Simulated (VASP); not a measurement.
Here is a VASP 6.6.1 calculation.

The input INCAR:

```
SYSTEM = H18SO8
ALGO     = Normal         ! electronic algorithm
EDIFF    = 1E-6           ! SCF threshold, eV
ENCUT    = 1000           ! plane-wave cutoff, eV
GGA      = CA             ! functional
GGA_COMPAT= .False.      
ISIF     = 2              ! what is computed and relaxed
ISMEAR   = -1             ! smearing method
LASPH    = .True.         ! aspherical terms in the spheres
LCHARG   = .True.         ! write CHGCAR
LELF     = .True.         ! ELF
LREAL    = Auto         
LVHAR    = .True.       
LWAVE    = .False.        ! write WAVECAR
NBANDS   = 55             ! bands
NELM     = 120            ! most SCF steps
PREC     = Accurate       ! precision mode
SIGMA    = 0.05           ! smearing width, eV
```

Contents of KPOINTS:

```
k-points
0
Gamma
  1 1 1
  0 0 0
```

Contents of POSCAR:

```
H18SO8
1.0
    6.2144650000      0.0000000000      0.0000000000
    0.0000000000      6.2144650000      0.0000000000
    0.0000000000      0.0000000000      6.2144650000
O H S
8 18 1
Direct
    0.6960534817      0.4020297805      0.7052095394
    0.8178660593      0.2274210250      0.0741174019
    0.4613108288      0.7700099687      0.5390809989
    0.8275692276      0.5363937201      0.3503921898
    0.3837498481      0.5642319974      0.9260813280
    0.2386046104      0.2468756361      0.1658871681
    0.3485416685      0.1933231581      0.5450348501
    0.4829056081     -0.0705772741      0.1088589283
    0.8011952759      0.4584304522      0.6010171431
    0.7701065176      0.3465785068      0.8336518107
    0.7343190444      0.0943444045      0.0962914748
    0.9724570015      0.2082238777      0.1121737752
    0.5796154617      0.6811849451      0.4777885144
    0.4133903723      0.7185654759      0.6836630345
    0.8925627548      0.6506754805      0.2598775599
    0.7919104863      0.4152087106      0.2361587039
    0.5293939221      0.5161345345      0.8580947837
    0.4078709913      0.7007521967      1.0078582790
    0.2850607414      0.3749317117      0.0635131101
    0.3063015079      0.2668934494      0.3178391060
    0.4787057293      0.2713990665      0.5967689898
    0.3764764948      0.0342909647      0.5503450418
    0.4823745890     -0.1234217266      0.2536179703
    0.3674169860      0.0512353034      0.1210884606
    0.7722627772      0.7825130562      0.7902852458
    1.0492294992      0.6272462714      0.8544098325
    0.9712662313      0.8233049828      0.8781769629
```

Potentials or basis: VASP PAW LDA potentials, release 64 (O_h, H_h, S).

The run is started by

```bash
$ cat potpaw_LDA.64/O_h/POTCAR potpaw_LDA.64/H_h/POTCAR potpaw_LDA.64/S/POTCAR > POTCAR
$ mpirun -np 1 vasp_gam > vasp.out
```

Estimate the pressure.

0.0 GPa.

Estimate the largest force.

1.570 eV/Å.

Forces in eV/Å, atoms in the order of the input:
```
O   -0.682  0.011  0.444
O   -0.182  0.729 -0.199
O    0.155  0.403 -0.209
O   -0.619  0.030 -1.105
O    0.674 -0.690 -0.745
O    0.034  1.191 -1.022
O    0.169 -0.068 -0.038
O    0.106  0.290 -0.850
H    0.249  0.253 -0.853
H    0.373 -0.794  0.651
H   -0.470 -0.367 -0.002
H    0.732 -0.151  0.196
H   -0.014 -0.175  0.418
H    0.082 -0.480 -0.448
H   -0.033 -0.199  0.236
H    0.377  0.567  0.891
H   -0.997  0.148  0.282
H    0.343  0.539  0.257
H   -0.075 -0.913  0.863
H   -0.766 -0.414 -0.034
H    0.073 -0.438  0.221
H    0.244  0.600 -0.031
H    0.067 -0.465  1.372
H    0.039  0.355 -0.332
H    0.433  0.042  0.134
H    0.239 -0.846 -0.278
S   -0.550  0.841  0.180
```

Caveat: the k points lie up to 1.01 Å⁻¹ apart, too coarse for converged energies, forces and pressures; the atoms stand as in a frame of molecular dynamics.
